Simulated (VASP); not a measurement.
# W (P6/mmm) in VASP: notebook

The runs below take W through single point, relaxation of cell and atoms, with PBEsol.

All numbers are computed with VASP 6.6.1; they aren't measurements. Logs are shortened: lines on timing, memory, paths and dates and some standing lists are left out, and cuts for length are marked.

## Step 1: The cell of the first run

It takes space group P6/mmm (No. 191, hexagonal). The conventional cell has a = 2.568 Å, b = 2.568 Å, c = 2.373 Å, α = 90.00°, β = 90.00°, γ = 120.00°. Within 3.1 Å of W (site symmetry 6/mmm) lie 8 W at 2.37 to 2.57 Å.

## Step 2: Single point, PBEsol

INCAR

```
PREC = Accurate
ENCUT = 500
EDIFF = 1E-6
ISMEAR = -1
SIGMA = 0.1
LREAL = False
LASPH = True
NELM = 120
ALGO = Normal
ISIF = 2
LWAVE = False
LCHARG = False
GGA = PS
NBANDS = 13
GGA_COMPAT = False
```

KPOINTS

```
Automatic mesh
0
Gamma
  17 17 16
```

POSCAR

```
W
1.0
    2.5682854738      0.0000000000      0.0000000000
   -1.2841427369      2.2242004645      0.0000000000
    0.0000000000      0.0000000000      2.3727115140
W
1
Direct
    0.0000000000      0.0000000000      0.0000000000
```

Potentials or basis: VASP PAW PBE potentials, release 64 (W_sv).

Launch:

```sh
> cat potpaw_PBE.64/W_sv/POTCAR > POTCAR
> mpirun -np 1 vasp_std > vasp.out
```

OUTCAR:

```text
PREC = Accurate
   ENCUT = 500
   EDIFF = 1E-6
   ISMEAR = -1
   LREAL = False
   LASPH = True
   NELM = 120
   ISIF = 2
   GGA = PS

 ion  position               nearest neighbor table
   1  0.000  0.000  0.000-

  LATTYP: Found a hexagonal cell.
 ALAT       =     2.5682854738
 C/A-ratio  =     0.9238503812

  Lattice vectors:

 A1 = (   2.5682854738,   0.0000000000,   0.0000000000)
 A2 = (  -1.2841427369,   2.2242004645,   0.0000000000)
 A3 = (   0.0000000000,   0.0000000000,   2.3727115140)

Analysis of symmetry for initial positions (statically):
=====================================================================
 Subroutine PRICEL returns:
 Original cell was already a primitive cell.

 Routine SETGRP: Setting up the symmetry group for a
 hexagonal supercell.

 Subroutine GETGRP returns: Found 24 space group operations
 (whereof 24 operations were pure point group operations)
 out of a pool of 24 trial point group operations.

The static configuration has the point symmetry D_6h.

Analysis of symmetry for dynamics (positions and initial velocities):
=====================================================================
 Subroutine PRICEL returns:
 Original cell was already a primitive cell.

 Routine SETGRP: Setting up the symmetry group for a
 hexagonal supercell.

 Subroutine GETGRP returns: Found 24 space group operations
 (whereof 24 operations were pure point group operations)
 out of a pool of 24 trial point group operations.

The dynamic configuration has the point symmetry D_6h.

 Subroutine INISYM returns: Found 24 space group operations
 (whereof 24 operations are pure point group operations),
 and found     1 'primitive' translations

----------------------------------------------------------------------------------------

                                     Primitive cell

  volume of cell :      13.5538

  direct lattice vectors                    reciprocal lattice vectors
     2.568285474  0.000000000  0.000000000     0.389364816  0.224799881  0.000000000
    -1.284142737  2.224200464  0.000000000     0.000000000  0.449599762  0.000000000
     0.000000000  0.000000000  2.372711514     0.000000000  0.000000000  0.421458738

  length of vectors
     2.568285474  2.568285474  2.372711514     0.449599762  0.449599762  0.421458738

  position of ions in fractional coordinates (direct lattice)
     0.000000000  0.000000000  0.000000000

  ion indices of the primitive-cell ions
   primitive index   ion index
                 1           1

----------------------------------------------------------------------------------------

 KPOINTS: Automatic mesh

Automatic generation of k-mesh.
 Grid dimensions read from file:
 generate k-points for:   17   17   16

 Generating k-lattice:

  Cartesian coordinates                     Fractional coordinates (reciprocal lattice)
     0.022903813  0.013223522  0.000000000     0.058823529  0.000000000  0.000000000
     0.000000000  0.026447045  0.000000000     0.000000000  0.058823529  0.000000000
     0.000000000  0.000000000  0.026341171     0.000000000  0.000000000  0.062500000

  Length of vectors
     0.026447045  0.026447045  0.026341171

  Shift w.r.t. Gamma in fractional coordinates (k-lattice)
     0.000000000  0.000000000  0.000000000

 Subroutine IBZKPT returns following result:
 ===========================================

 Found    297 irreducible k-points:

 Following reciprocal coordinates:
            Coordinates               Weight
  0.000000  0.000000  0.000000      1.000000
  0.058824 -0.000000  0.000000      6.000000
  0.117647 -0.000000  0.000000      6.000000
  0.176471  0.000000  0.000000      6.000000
  0.235294 -0.000000  0.000000      6.000000
  0.294118  0.000000  0.000000      6.000000
[... 16 lines left out ...]
  0.411765  0.117647  0.000000     12.000000
  0.176471  0.176471  0.000000      6.000000
 [... further k-points ...]
   k-points           NKPTS =    297   k-points in BZ     NKDIM =    297   number of bands    NBANDS=     13
   number of dos      NEDOS =    301   number of ions     NIONS =      1
   total plane-waves  NPLWV =   7200
   dimension x,y,z NGX =    20 NGY =   20 NGZ =   18
   dimension x,y,z NGXF=    40 NGYF=   40 NGZF=   36
   ions per type =               1
   NGX,Y,Z   is equivalent  to a cutoff of  12.95, 12.95, 12.61 a.u.
   NGXF,Y,Z  is equivalent  to a cutoff of  25.89, 25.89, 25.22 a.u.
 SYSTEM =  unknown system
   PREC   = accura    normal or accurate (medium, high low for compatibility)
   ISTART =      0    job   : 0-new  1-cont  2-samecut
   ICHARG =      2    charge: 1-file 2-atom 10-const
   ISPIN  =      1    spin polarized calculation?
   LNONCOLLINEAR =      F non collinear calculations
   LSORBIT =      F    spin-orbit coupling
   LASPH  =      T    aspherical Exc in radial PAW
   ENCUT  =  500.0 eV  36.75 Ry    6.06 a.u.   4.68  4.68  4.33*2*pi/ulx,y,z
   NELM   =    120;   NELMIN=  2; NELMDL= -5     # of ELM steps
   EDIFF  = 0.1E-05   stopping-criterion for ELM
   LREAL  =      F    real-space projection
   EDIFFG = 0.1E-04   stopping-criterion for IOM
   NSW    =      0    number of steps for IOM
   IBRION =     -1    ionic relax: 0-MD 1-quasi-New 2-CG
   NFREE  =      0    steps in history (QN), initial steepest desc. (CG)
   ISIF   =      2    stress and relaxation
   ISYM   =      2    0-nonsym 1-usesym 2-fastsym
   POTIM  = 0.5000    time-step for ionic-motion
   TEBEG  =    0.0;   TEEND  =   0.0 temperature during run
   PSTRESS=    0.0 pullay stress
   NELECT =      14.0000    total number of electrons
   NUPDOWN=      -1.0000    fix difference up-down
   EMIN   =  10.00;   EMAX   =-10.00  energy-range for DOS
   EFERMI =   0.00;   METHOD = LEGACY
   ISMEAR =    -1;   SIGMA  =   0.10  broadening in eV -4-tet -1-fermi 0-gaus
   EFERMI_NEDOS =   21; number of points for ismear=-14 and -15
   IALGO  =     38    algorithm
   IMIX   =      4    mixing-type and parameters
     AMIX     =   0.40;   BMIX     =  1.00
     AMIX_MAG =   1.60;   BMIX_MAG =  1.00
  volume/ion in A,a.u.               =      13.55        91.47
  Fermi-wavevector in a.u.,A,eV,Ry     =   1.654868  3.127248 37.260770  2.738589
  Thomas-Fermi vector in A             =   2.743062
   LORBIT       =      0    0 simple, 1 ext, 2 COOP (PROOUT), +10 PAW based schemes
   GGA     = PS    functional components
   LHFCALC =     F    Hartree Fock is set to
   AEXX    =    0.0000 exact exchange contribution
   IVDW    =     0    specifies the selected vdW correction
   LEPSILON=     F    determine dielectric tensor
   LRPA    =     F    only Hartree local field effects (RPA)
 non-spin polarized calculation
  energy-cutoff  :      500.00
  volume of cell :       13.55
 maximum number of plane-waves:       357
 NGX is ok and might be reduce to    20
   NGX =  9   NGY =  9   NGZ =  9

 number of electron      14.0000001 magnetization

 Free energy of the ion-electron system (eV)
  ---------------------------------------------------
  ext. energy  EPLUGINS =         0.00000000
  ---------------------------------------------------
  free energy    TOTEN  =       -11.79825542 eV

  energy without entropy =      -11.77672255  energy(sigma->0) =      -11.78748898

 E-fermi :  13.5419     XC(G=0): -14.5791

 val. band max:       13.5402904671   @ k =   0.2941   0.0588   0.3750
 cond. band min:      13.5461326946   @ k =   0.2941   0.0588   0.2500
 fundamental gap:      0.0058422275
 Fermi energy:        13.5418712074

 k-point     1 :       0.0000    0.0000    0.0000
  band No.  band energies     occupation
      1     -60.3416      2.00000
      2     -23.4693      2.00000
      3     -23.4693      2.00000
      4     -23.2928      2.00000
      5       3.3461      2.00000
      6       7.4889      2.00000
      7      12.2782      1.99999
      8      12.2782      1.99999
      9      20.6119      0.00000
     10      20.6119      0.00000
     11      26.3020      0.00000
     12      31.1856      0.00000
     13      36.4292      0.00000

 k-point     2 :       0.0588   -0.0000    0.0000
  band No.  band energies     occupation
      1     -60.3326      2.00000
      2     -23.5607      2.00000
      3     -23.4889      2.00000
      4     -23.2836      2.00000
      5       3.5381      2.00000
      6       7.5760      2.00000
      7      12.0529      2.00000
      8      12.4617      1.99996
      9      20.3100      0.00000
     10      20.5676      0.00000
     11      26.7958      0.00000
     12      31.6297      0.00000
     13      35.3428      0.00000

 k-point     3 :       0.1176   -0.0000    0.0000
  band No.  band energies     occupation
      1     -60.3066      2.00000
      2     -23.8176      2.00000
      3     -23.5448      2.00000
      4     -23.2574      2.00000
      5       4.0742      2.00000
      6       7.8267      2.00000
      7      11.5060      2.00000
      8      13.0054      1.99069
      9      19.5469      0.00000
     10      20.4427      0.00000
     11      28.1477      0.00000
     12      32.7974      0.00000
     13      33.4034      0.00000

 k-point     4 :       0.1765    0.0000    0.0000
  band No.  band energies     occupation
      1     -60.2670      2.00000
      2     -24.1937      2.00000
      3     -23.6285      2.00000
      4     -23.2173      2.00000
      5       4.8359      2.00000
      6       8.1759      2.00000
      7      10.9542      2.00000
      8      13.8882      0.06076
      9      18.5823      0.00000
     10      20.2586      0.00000
     11      29.9531      0.00000
     12      31.5701      0.00000
     13      34.3440      0.00000

 k-point     5 :       0.2353   -0.0000    0.0000
  band No.  band energies     occupation
      1     -60.2189      2.00000
      2     -24.6278      2.00000
      3     -23.7278      2.00000
      4     -23.1687      2.00000
      5       5.6350      2.00000
      6       8.3925      2.00000
      7      10.8691      2.00000
      8      15.0734      0.00000
      9      17.6100      0.00000
     10      20.0443      0.00000
     11      29.3988      0.00000
     12      32.5172      0.00000
     13      33.2706      0.00000

 k-point     6 :       0.2941    0.0000    0.0000
  band No.  band energies     occupation
      1     -60.1688      2.00000
      2     -25.0577      2.00000
      3     -23.8288      2.00000
      4     -23.1179      2.00000
      5       6.2370      2.00000
      6       8.3507      2.00000
      7      11.5450      2.00000
      8      16.5029      0.00000
      9      16.7445      0.00000
     10      19.8305      0.00000
     11      27.9490      0.00000
     12      32.0339      0.00000
     13      34.2179      0.00000

 k-point     7 :       0.3529    0.0000    0.0000
  band No.  band energies     occupation
      1     -60.1234      2.00000
      2     -25.4291      2.00000
      3     -23.9181      2.00000
      4     -23.0719      2.00000
      5       6.4461      2.00000
      6       8.4200      2.00000
      7      12.6245      1.99979
      8      16.0519      0.00000
      9      18.0795      0.00000
     10      19.6447      0.00000
     11      26.9129      0.00000
     12      30.6937      0.00000
     13      34.3018      0.00000
[... 193 lines left out ...]
 k-point    20 :       0.2353    0.1176    0.0000
  band No.  band energies     occupation
      1     -60.1533      2.00000
      2     -25.0840      2.00000
      3     -23.9794      2.00000
      4     -23.1023      2.00000
      5       6.7973      2.00000
      6       8.7420      2.00000
      7      10.6462      2.00000
      8      16.7028      0.00000
      9      17.3651      0.00000
     10      19.4307      0.00000
     11      27.8380      0.00000
     12      30.3242      0.00000
     13      35.6739      0.00000

 k-point    21 :       0.2941    0.1176    0.0000
  band No.  band energies     occupation
      1     -60.1110      2.00000
      2     -25.3983      2.00000
      3     -24.1000      2.00000
      4     -23.0593      2.00000
      5       7.1535      2.00000
      6       8.6286      2.00000
      7      11.7156      2.00000
      8      16.1237      0.00000
      9      18.9089      0.00000
     10      19.1599      0.00000
     11      26.7262      0.00000
     12      29.2234      0.00000
     13      34.3080      0.00000

 k-point    22 :       0.3529    0.1176    0.0000
  band No.  band energies     occupation
      1     -60.0790      2.00000
      2     -25.6290      2.00000
      3     -24.1896      2.00000
      4     -23.0268      2.00000
      5       7.1404      2.00000
      6       8.7870      2.00000
      7      12.7928      1.99888
      8      15.7176      0.00000
      9      18.9620      0.00000
     10      20.2933      0.00000
     11      25.9044      0.00000
     12      28.0975      0.00000
     13      33.0768      0.00000

 k-point    23 :       0.4118    0.1176    0.0000
  band No.  band energies     occupation
      1     -60.0618      2.00000
      2     -25.7508      2.00000
      3     -24.2371      2.00000
      4     -23.0093      2.00000
      5       7.0542      2.00000
      6       8.9514      2.00000
      7      13.4806      1.29710
      8      15.5088      0.00000
      9      18.8579      0.00000
     10      21.2353      0.00000
     11      25.2728      0.00000
     12      27.4375      0.00000
     13      32.5128      0.00000

 k-point    24 :       0.1765    0.1765    0.0000
  band No.  band energies     occupation
      1     -60.1575      2.00000
      2     -25.0104      2.00000
      3     -24.0161      2.00000
      4     -23.1065      2.00000
      5       6.8980      2.00000
      6       9.4824      2.00000
      7       9.5708      2.00000
      8      16.8467      0.00000
      9      17.3424      0.00000
     10      19.3272      0.00000
     11      28.1187      0.00000
     12      29.9714      0.00000
     13      36.7455      0.00000

 [... further k-points ...]
[... 5 lines left out ...]
  --------------------------------------------------------------------------------------
  -------------------------------------------------------------------------------------
  Total        7.6566791      7.6566791      7.8675955      0.0000000      0.0000000      0.0000000
  in kB      905.0839583    905.0839583    930.0160502      0.0000000      0.0000000      0.0000000
  external PRESSURE =     913.3946556 kB  Pullay stress =       0.0000000 kB

 VOLUME and BASIS-vectors are now :
 -----------------------------------------------------------------------------
  energy-cutoff  :      500.00
  volume of cell :       13.55
      direct lattice vectors                 reciprocal lattice vectors
     2.568285474  0.000000000  0.000000000     0.389364816  0.224799881  0.000000000
    -1.284142737  2.224200464  0.000000000     0.000000000  0.449599762  0.000000000
     0.000000000  0.000000000  2.372711514     0.000000000  0.000000000  0.421458738

 POSITION                                       TOTAL-FORCE (eV/Angst)
 -----------------------------------------------------------------------------------
      0.00000      0.00000      0.00000         0.000000      0.000000      0.000000
 -----------------------------------------------------------------------------------
    total drift:                               -0.000000     -0.000000     -0.000000

  FREE ENERGIE OF THE ION-ELECTRON SYSTEM (eV)
  ---------------------------------------------------
  free  energy   TOTEN  =       -11.7982554167 eV

  energy  without entropy=      -11.7767225478  energy(sigma->0) =      -11.78748898
```

Run time: 18 s. Hardware: 1 thread of AMD EPYC 9R45 (Zen 5), shared host; peak memory 0.13 GiB.

Results:

| Property | Result |
| --- | --- |
| Free energy | -11.7983 eV |
| Pressure | 91.3 GPa |
| Band gap on the k mesh | zero (band 7 reaches 14.49 eV, above the bottom of band 8 at 12.20 eV) |

Stress tensor (GPa, compression positive):
```
90.51  0.00  0.00
 0.00 90.51  0.00
 0.00  0.00 93.00
```

Caveat: the PAW data sets were made with another functional, which shifts forces and pressure a little; spin-orbit coupling is left out, which moves the levels of the heavy elements.

[end of part 1 of 3]
